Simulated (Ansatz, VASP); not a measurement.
**BP: VASP beside Ansatz**

```
P B
1.0
     0.00000    2.26900    2.26900
     2.26900    0.00000    2.26900
     2.26900    2.26900    0.00000
P B
1 1
Cartesian
  3.4035 3.4035 3.4035
  0.0000 0.0000 0.0000
```

Alike in both runs: task single point; functional PBEsol; k mesh 10 × 10 × 10; occupations gaussian, width 0.1 eV; no spin polarisation.

|  | VASP | Ansatz |
| --- | --- | --- |
| version | VASP 6.6.1 | Ansatz 0.2.0 |
| potentials or method | VASP PAW PBE potentials, release 64 (P, B), cutoff 520 eV | all-electron LAPW, scalar-relativistic |

VASP gave:

```
gap on the k mesh at the Fermi level (eV) : 1.13
least direct gap on the mesh (eV)         : 3.36
pressure (GPa)                            : -1.9
```

What did Ansatz give for the same quantities?

gap on the k mesh at the Fermi level (eV): 1.14; least direct gap on the mesh (eV): 3.37; pressure (GPa): -2.0.

VASP's potentials were made for PBE, not for PBEsol. Ansatz ran all-electron here, and VASP with PAW potentials.
